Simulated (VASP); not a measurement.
# Si (I4_1/amd) in VASP: notebook, part 2 of 2

VASP 6.6.1. The steps go on from the part before.

**3. Relaxation of the atoms, PBE (z stretched by -1 %)**

INCAR reads:

```
SYSTEM = Si
PREC     = Accurate       ! precision mode
ENCUT    = 450            ! plane-wave cutoff, eV
EDIFF    = 1E-7           ! SCF threshold, eV
ISMEAR   = -1             ! smearing method
SIGMA    = 0.02           ! smearing width, eV
LREAL    = .FALSE.        ! projectors in reciprocal space
LASPH    = .TRUE.         ! aspherical terms in the spheres
NELM     = 120            ! most SCF steps
ALGO     = Normal         ! electronic algorithm
ISIF     = 2              ! what is computed and relaxed
LWAVE    = .FALSE.        ! write WAVECAR
LCHARG   = .FALSE.        ! write CHGCAR
GGA      = PE             ! functional
IBRION   = 2              ! ionic algorithm
NSW      = 80             ! ionic steps
EDIFFG   = -0.02          ! ionic threshold
GGA_COMPAT= .FALSE.      
NELMIN   = 4
```

KPOINTS reads:

```
regular mesh
0
G
  14 14 14
  0 0 0
```

POSCAR reads:

```
Si
1.0
    0.0000000000      2.7153500000      2.6881965000
    2.7153500000      0.0000000000      2.6881965000
    2.7153500000      2.7153500000      0.0000000000
Si
2
Direct
    0.0000000000      0.0000000000      0.0000000000
    0.2500000000      0.2500000000      0.2500000000
```

Potentials or basis: VASP PAW PBE potentials, release 64 (Si).

The run is started by

```console
$ cat potpaw_PBE.64/Si/POTCAR > POTCAR
$ mpirun -np 1 vasp_std > vasp.out
```

OUTCAR:

```text
SYSTEM = Si
   PREC = Accurate
   ENCUT = 450
   EDIFF = 1E-7
   ISMEAR = -1
   LREAL = .FALSE.
   LASPH = .TRUE.
   NELM = 120
   ISIF = 2
   GGA = PE
   IBRION = 2
   NSW = 80
   EDIFFG = -0.02
   NELMIN = 4

 ion  position               nearest neighbor table
   1  0.000  0.000  0.000-   2 2.34   2 2.34   2 2.34   2 2.34
   2  0.250  0.250  0.250-   1 2.34   1 2.34   1 2.34   1 2.34

  LATTYP: Found a body centered tetragonal cell.
 ALAT       =     3.8400847966
 C/A-ratio  =     1.4000714267

  Lattice vectors:

 A1 = (   0.0000000000,  -2.7153500000,  -2.6881965000)
 A2 = (   0.0000000000,   2.7153500000,  -2.6881965000)
 A3 = (   2.7153500000,   0.0000000000,   2.6881965000)

Analysis of symmetry for initial positions (statically):
=====================================================================
 Subroutine PRICEL returns:
 Original cell was already a primitive cell.

 Routine SETGRP: Setting up the symmetry group for a
 body centered tetragonal supercell.

 Subroutine GETGRP returns: Found 16 space group operations
 (whereof  8 operations were pure point group operations)
[... 172 lines left out ...]

 k-point     1 :       0.0000    0.0000    0.0000
  band No.  band energies     occupation
      1      -6.0988      2.00000
      2       5.9046      2.00000
      3       5.9046      2.00000
      4       5.9749      1.99996
      5       8.4739      0.00000
      6       8.5104      0.00000
      7       8.5104      0.00000
      8       9.4168      0.00000
[... 243 lines left out ...]
 k-point    24 :       0.2857    0.1429    0.0000
  band No.  band energies     occupation
      1      -5.1187      2.00000
      2       2.1651      2.00000
      3       4.3607      2.00000
      4       4.3858      2.00000
      5       7.9591      0.00000
      6       9.8891      0.00000
      7      10.5160      0.00000
      8      10.6925      0.00000

 [... further k-points ...]

------------------------ aborting loop because EDIFF is reached ----------------------------------------

  FORCE on cell =-STRESS in cart. coord.  units (eV):
  Direction    XX          YY          ZZ          XY          YZ          ZX
  --------------------------------------------------------------------------------------
  -------------------------------------------------------------------------------------
  Total        0.6473156      0.6473156      0.8834596      0.0000000      0.0000000     -0.0000000
  in kB       26.1627879     26.1627879     35.7071032      0.0000000      0.0000000     -0.0000000
  external PRESSURE =      29.3442263 kB  Pullay stress =       0.0000000 kB

 VOLUME and BASIS-vectors are now :
 -----------------------------------------------------------------------------
  energy-cutoff  :      450.00
  volume of cell :       39.64
      direct lattice vectors                 reciprocal lattice vectors
     0.000000000  2.715350000  2.688196500    -0.184138325  0.184138325  0.185998308
     2.715350000  0.000000000  2.688196500     0.184138325 -0.184138325  0.185998308
     2.715350000  2.715350000  0.000000000     0.184138325  0.184138325 -0.185998308

 POSITION                                       TOTAL-FORCE (eV/Angst)
 -----------------------------------------------------------------------------------
      0.00000      0.00000      0.00000         0.000000      0.000000      0.000000
      1.35767      1.35767      1.34410        -0.000000     -0.000000      0.000000
 -----------------------------------------------------------------------------------
    total drift:                                0.000000      0.000000     -0.000000

  FREE ENERGIE OF THE ION-ELECTRON SYSTEM (eV)
  ---------------------------------------------------
  free  energy   TOTEN  =       -10.8379687148 eV

  energy  without entropy=      -10.8379687074  energy(sigma->0) =      -10.83796871

 reached required accuracy - stopping structural energy minimisation
```

OSZICAR:

```text
N       E                     dE             d eps       ncg     rms          rms(c)
DAV:   1     0.591296356476E+01    0.59130E+01   -0.30879E+03  3912   0.690E+02
DAV:   2    -0.107984048656E+02   -0.16711E+02   -0.16094E+02  5944   0.787E+01
DAV:   3    -0.110228217803E+02   -0.22442E+00   -0.22442E+00  4920   0.114E+01
DAV:   4    -0.110239198862E+02   -0.10981E-02   -0.10981E-02  6384   0.866E-01
DAV:   5    -0.110239218222E+02   -0.19360E-05   -0.19355E-05  5032   0.219E-02    0.494E+00
DAV:   6    -0.108949620294E+02    0.12896E+00   -0.86101E-02  4688   0.153E+00    0.303E+00
DAV:   7    -0.108367133257E+02    0.58249E-01   -0.16108E-01  4960   0.223E+00    0.200E-01
DAV:   8    -0.108377548076E+02   -0.10415E-02   -0.40333E-03  4448   0.480E-01    0.742E-02
DAV:   9    -0.108379435233E+02   -0.18872E-03   -0.18664E-04  5920   0.109E-01    0.585E-02
DAV:  10    -0.108379687746E+02   -0.25251E-04   -0.29966E-05  4536   0.412E-02    0.104E-02
DAV:  11    -0.108379684044E+02    0.37018E-06   -0.60071E-07  6432   0.535E-03    0.236E-03
DAV:  12    -0.108379686979E+02   -0.29345E-06   -0.54605E-07  4464   0.596E-03    0.118E-03
DAV:  13    -0.108379687148E+02   -0.16956E-07   -0.18905E-09  2952   0.401E-04
   1 F= -.10837969E+02 E0= -.10837969E+02  d E =-.108380E+02
```

It took 81 s on 1 thread of AMD EPYC 9755, shared host; peak memory 0.15 GiB.

Results:

- Free energy: -10.8380 eV
- Pressure after relaxing: 2.9 GPa
- Band gap on the k mesh: 0.45 eV (least direct gap 2.50 eV)

Final structure:
```
Si
1.0
     0.00000    2.71535    2.68820
     2.71535    0.00000    2.68820
     2.71535    2.71535    0.00000
Si
2
Direct
  0.00000 0.00000 0.00000
  0.25000 0.25000 0.25000
```

Caveat: the cell differs from its parent crystal (z stretched by -1 %). A k mesh can miss the band edges.
